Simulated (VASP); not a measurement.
# Na15VF16 (a cell with a defect) in VASP: single point with PBE

Aim: the single point of Na15VF16 (a cell with a defect) with PBE.

Program: VASP 6.6.1. These are calculated values, not measurements. Logs are shortened: lines on timing, memory, paths and dates and some standing lists are left out, and cuts for length are marked.

**1. The cell of the first run**

The cell holds a defect, 32 atoms: a = 8.141 Å, b = 8.141 Å, c = 8.141 Å, α = 109.47°, β = 109.47°, γ = 109.47°.

**2. Single point, PBE, collinear spin, ferromagnetic start**

Input file INCAR:

```
SYSTEM = Na15VF16
PREC = Accurate
ENCUT = 520
EDIFF = 1E-6
ISMEAR = 0
SIGMA = 0.01
LREAL = Auto
LASPH = .TRUE.
NELM = 200
ALGO = Normal
ISIF = 2
LWAVE = .FALSE.
LCHARG = .TRUE.
ISPIN = 2
MAGMOM = 1 0 0 0 0 0 0 0 0 0 0 0 0 0 0 0 0 0 0 0 0 0 0 0 0 0 0 0 0 0 0 0
LORBIT = 11
LMAXMIX = 4
GGA = PE
LELF = .TRUE.
LVHAR = .TRUE.
NBANDS = 141
NELECT = 231.0
GGA_COMPAT = .FALSE.
```

Input file KPOINTS:

```
Automatic mesh
0
Gamma
  2 2 2
  0.5 0.5 0.5
```

Input file POSCAR:

```
Na15VF16
1.0
   -4.6999823628      4.6999823628      4.6999823628
    4.6999823628     -4.6999823628      4.6999823628
    4.6999823628      4.6999823628     -4.6999823628
V Na F
1 15 16
Direct
    0.0000000000      0.2500000000      0.7500000000
    0.0000000000      0.5010036770      0.4989963230
    0.0000000000      0.7500000000      0.2500000000
    0.2510036770     -0.0010036770      0.7500000000
    0.0000000000     -0.0010036770      0.0010036770
    0.2510036770      0.2500000000      0.4989963230
    0.2510036770      0.5010036770      0.2520073540
    0.5000000000      0.7500000000      0.7500000000
    0.2510036770      0.7520073540      0.0010036770
    0.4979926460     -0.0010036770      0.4989963230
    0.5000000000      0.2500000000      0.2500000000
    0.7489963230      0.5010036770      0.7500000000
    0.5020073540      0.5010036770      0.0010036770
    0.7489963230      0.7479926460      0.4989963230
    0.7489963230     -0.0010036770      0.2479926460
    0.7489963230      0.2500000000      0.0010036770
    0.5000000000      0.7500000000      0.2500000000
    0.5000000000      0.0000000000      0.0000000000
    0.5000000000      0.2500000000      0.7500000000
    0.7500000000      0.5000000000      0.2500000000
    0.5000000000      0.5000000000      0.5000000000
    0.7500000000      0.7500000000      0.0000000000
    0.7571325921      0.0071325921      0.7500000000
    0.0000000000      0.2500000000      0.2500000000
    0.7571325921      0.2500000000      0.5071325921
    0.0000000000      0.4928674079     -0.0071325921
    0.0000000000      0.7500000000      0.7500000000
    0.2500000000      0.0000000000      0.2500000000
    0.0000000000      0.0071325921      0.5071325921
    0.2428674079      0.2500000000     -0.0071325921
    0.2428674079      0.4928674079      0.7500000000
    0.2500000000      0.7500000000      0.5000000000
```

Potentials or basis: VASP PAW PBE potentials, release 64 (V_sv, Na_pv, F).

On the command line:

```bash
$ cat potpaw_PBE.64/V_sv/POTCAR potpaw_PBE.64/Na_pv/POTCAR potpaw_PBE.64/F/POTCAR > POTCAR
$ mpirun -np 1 vasp_std > vasp.out
```

OUTCAR:

```text
SYSTEM = Na15VF16
   PREC = Accurate
   ENCUT = 520
   EDIFF = 1E-6
   ISMEAR = 0
   LREAL = Auto
   LASPH = .TRUE.
   NELM = 200
   ISIF = 2
   ISPIN = 2
   LORBIT = 11
   GGA = PE
   NELECT = 231.0

 ion  position               nearest neighbor table
   1  0.000  0.250  0.750-  23 2.28  25 2.28  26 2.28  29 2.28  30 2.28  31 2.28
   2  0.000  0.501  0.499-  20 2.34  32 2.34
   3  0.000  0.750  0.250-
   4  0.251  0.999  0.750-  18 2.34  32 2.34
   5  0.000  0.999  0.001-  22 2.34  28 2.34
   6  0.251  0.250  0.499-  21 2.34  28 2.34
   7  0.251  0.501  0.252-  21 2.34  32 2.34
   8  0.500  0.750  0.750-
   9  0.251  0.752  0.001-  18 2.34  28 2.34
  10  0.498  0.999  0.499-  28 2.34  32 2.34
  11  0.500  0.250  0.250-
  12  0.749  0.501  0.750-  21 2.34  22 2.34
  13  0.502  0.501  0.001-  20 2.34  22 2.34
  14  0.749  0.748  0.499-  20 2.34  21 2.34
  15  0.749  0.999  0.248-  18 2.34  22 2.34
  16  0.749  0.250  0.001-  18 2.34  20 2.34
  17  0.500  0.750  0.250-
  18  0.500  0.000  0.000-   4 2.34   9 2.34  15 2.34  16 2.34
  19  0.500  0.250  0.750-
  20  0.750  0.500  0.250-   2 2.34  13 2.34  14 2.34  16 2.34
  21  0.500  0.500  0.500-   6 2.34   7 2.34  12 2.34  14 2.34
  22  0.750  0.750  0.000-   5 2.34  12 2.34  13 2.34  15 2.34
  23  0.757  0.007  0.750-   1 2.28
  24  0.000  0.250  0.250-
  25  0.757  0.250  0.507-   1 2.28
  26  0.000  0.493  0.993-   1 2.28
  27  0.000  0.750  0.750-
  28  0.250  0.000  0.250-   5 2.34   6 2.34   9 2.34  10 2.34
  29  0.000  0.007  0.507-   1 2.28
  30  0.243  0.250  0.993-   1 2.28
  31  0.243  0.493  0.750-   1 2.28
  32  0.250  0.750  0.500-   2 2.34   4 2.34   7 2.34  10 2.34

  LATTYP: Found a body centered cubic cell.
 ALAT       =     9.3999647256

  Lattice vectors:

 A1 = (  -4.6999823628,   4.6999823628,   4.6999823628)
 A2 = (   4.6999823628,  -4.6999823628,   4.6999823628)
 A3 = (   4.6999823628,   4.6999823628,  -4.6999823628)

Analysis of symmetry for initial positions (statically):
=====================================================================
 Subroutine PRICEL returns:
 Original cell was already a primitive cell.

 Routine SETGRP: Setting up the symmetry group for a
 body centered cubic supercell.

 Subroutine GETGRP returns: Found 48 space group operations
 (whereof  4 operations were pure point group operations)
 out of a pool of 48 trial point group operations.

[... 204 lines left out ...]
 NGX is ok and might be reduce to    64
   NGX = 31   NGY = 31   NGZ = 31

 number of electron     230.9999697 magnetization       3.4998111

 Free energy of the ion-electron system (eV)
  ---------------------------------------------------
  ext. energy  EPLUGINS =         0.00000000
  ---------------------------------------------------
  free energy    TOTEN  =      -135.64420843 eV

  energy without entropy =     -135.64228015  energy(sigma->0) =     -135.64324429

 E-fermi :   4.9474     XC(G=0):  -9.2118

 val. band max:        4.9443887546   @ k =  -0.2500   0.2500   0.2500
 cond. band min:       5.0186233174   @ k =  -0.2500   0.2500   0.2500
 fundamental gap:      0.0742345628
 Fermi energy:         4.9474344565

 spin component 1

 k-point     1 :       0.2500    0.2500    0.2500
  band No.  band energies     occupation
      1     -60.8338      1.00000
      2     -34.7886      1.00000
      3     -34.7885      1.00000
      4     -34.7885      1.00000
      5     -21.8309      1.00000
      6     -21.7571      1.00000
[... 249 lines left out ...]
    126       7.8366      0.00000
    127       8.0582      0.00000
 Fermi energy:         4.9474344565

 spin component 2

 k-point     1 :       0.2500    0.2500    0.2500
  band No.  band energies     occupation
      1     -57.8869      1.00000
      2     -31.8713      1.00000
      3     -31.8713      1.00000
      4     -31.8712      1.00000
      5     -21.8150      1.00000
      6     -21.7467      1.00000
[... 249 lines left out ...]
    126       7.9798      0.00000
    127       8.1058      0.00000
 [bands above 127 left out]

------------------------ aborting loop because EDIFF is reached ----------------------------------------

  FORCE on cell =-STRESS in cart. coord.  units (eV):
  Direction    XX          YY          ZZ          XY          YZ          ZX
  --------------------------------------------------------------------------------------
  -------------------------------------------------------------------------------------
  Total       11.2795672     11.2795672     11.2795672     -0.0000000     -0.0000000      0.0000000
  in kB       43.5165385     43.5165385     43.5165385     -0.0000000     -0.0000000      0.0000000
  external PRESSURE =      43.5165385 kB  Pullay stress =       0.0000000 kB

 VOLUME and BASIS-vectors are now :
 -----------------------------------------------------------------------------
  energy-cutoff  :      520.00
  volume of cell :      415.29
      direct lattice vectors                 reciprocal lattice vectors
    -4.699982363  4.699982363  4.699982363     0.000000000  0.106383378  0.106383378
     4.699982363 -4.699982363  4.699982363     0.106383378  0.000000000  0.106383378
     4.699982363  4.699982363 -4.699982363     0.106383378  0.106383378  0.000000000

 POSITION                                       TOTAL-FORCE (eV/Angst)
 -----------------------------------------------------------------------------------
      4.69998      2.34999     -2.34999         0.000000      0.000000      0.000000
      4.69998     -0.00943      0.00943         0.000000      0.003018     -0.003018
      4.69998     -2.34999      2.34999         0.000000      0.000000      0.000000
      7.04054      0.00943      2.34999         0.003018     -0.003018      0.000000
      4.69998     -4.69055      4.69055         0.000000     -0.003018      0.003018
      2.34056      2.34999      0.00943         0.003018      0.000000     -0.003018
[... 24 lines left out ...]
      4.69998      2.34999     -0.06705         0.000000      0.000000     -0.003456
      4.69998      0.00000      2.34999         0.000000      0.000000      0.000000
 -----------------------------------------------------------------------------------
    total drift:                               -0.000000      0.000000     -0.000000

  FREE ENERGIE OF THE ION-ELECTRON SYSTEM (eV)
  ---------------------------------------------------
  free  energy   TOTEN  =      -135.6442084291 eV

  energy  without entropy=     -135.6422801501  energy(sigma->0) =     -135.64324429

 total charge

# of ion       s       p       d       tot
------------------------------------------
    1        2.133   6.047   3.215  11.395
    2        0.065   5.990   0.000   6.055
    3        0.066   5.987   0.000   6.053
    4        0.065   5.990   0.000   6.055
    5        0.065   5.990   0.000   6.055
    6        0.065   5.990   0.000   6.055
[... 24 lines left out ...]
   31        1.738   4.358   0.000   6.096
   32        1.735   4.369   0.000   6.104
--------------------------------------------------
tot         30.895 165.722   3.215 199.832

 magnetization (x)

# of ion       s       p       d       tot
------------------------------------------
    1        0.029   0.012   2.976   3.018
    2       -0.001   0.000   0.000  -0.001
    3        0.001  -0.000   0.000   0.001
    4       -0.001   0.000   0.000  -0.001
    5       -0.001   0.000   0.000  -0.001
    6       -0.001   0.000   0.000  -0.001
[... 24 lines left out ...]
   31        0.002   0.006   0.000   0.008
   32       -0.000   0.001   0.000   0.000
--------------------------------------------------
tot          0.029   0.061   2.976   3.065
```

stdout:

```text
POSCAR found type information on POSCAR V NaF
 POSCAR found :  3 types and      32 ions
 scaLAPACK will be used
 LDA part: xc-table for (Slater+PW92), standard interpolation
 POSCAR, INCAR and KPOINTS ok, starting setup
 FFT: planning ... GRIDC
 FFT: planning ... GRID_SOFT
 FFT: planning ... GRID
 WAVECAR not read
 entering main loop
 the old and the new charge density differ
 old charge density:   230.00000 new  230.99997
    0.257E+01
```

Wall time 18 min (1 thread of Intel Xeon 8259CL, shared host); peak memory 0.83 GiB.

Results:

```
Free energy                                           : -135.6442 eV
Largest force                                         : 0.004 eV/Å
Net moment                                            : 3.50 μB per cell
Site moments                                          : V +3.02; Na -0.00, +0.00 (each value once); F +0.00, +0.01 (each value once) μB
Valence electrons inside the program's atomic spheres : V 11.39; Na 6.05; F 6.10
```

Forces in eV/Å, atoms in the order of the input:
```
V    0.000  0.000  0.000
Na   0.000  0.003 -0.003
Na   0.000  0.000  0.000
Na   0.003 -0.003  0.000
Na   0.000 -0.003  0.003
Na   0.003  0.000 -0.003
Na  -0.003 -0.003  0.000
Na   0.000  0.000  0.000
Na  -0.003  0.000 -0.003
Na   0.000  0.003  0.003
Na   0.000  0.000  0.000
Na  -0.003  0.003  0.000
Na   0.000 -0.003 -0.003
Na   0.003  0.000  0.003
Na   0.003  0.003  0.000
Na  -0.003  0.000  0.003
F    0.000  0.000  0.000
F    0.000  0.000  0.000
F    0.000  0.000  0.000
F    0.000  0.000  0.000
F    0.000  0.000  0.000
F    0.000  0.000  0.000
F    0.000  0.000  0.003
F    0.000  0.000  0.000
F    0.000  0.003  0.000
F   -0.003  0.000  0.000
F    0.000  0.000  0.000
F    0.000  0.000  0.000
F    0.003  0.000  0.000
F    0.000 -0.003  0.000
F    0.000  0.000 -0.003
F    0.000  0.000  0.000
```

Caveat: the k points lie up to 0.47 Å⁻¹ apart; the cell carries a net charge on a neutralising background, which shifts energy and pressure; the cell is charged against a uniform background, so pressure and absolute levels hang on convention; semilocal functionals often make such compounds metallic where correlation or magnetic order opens a gap, which also shifts bond lengths.
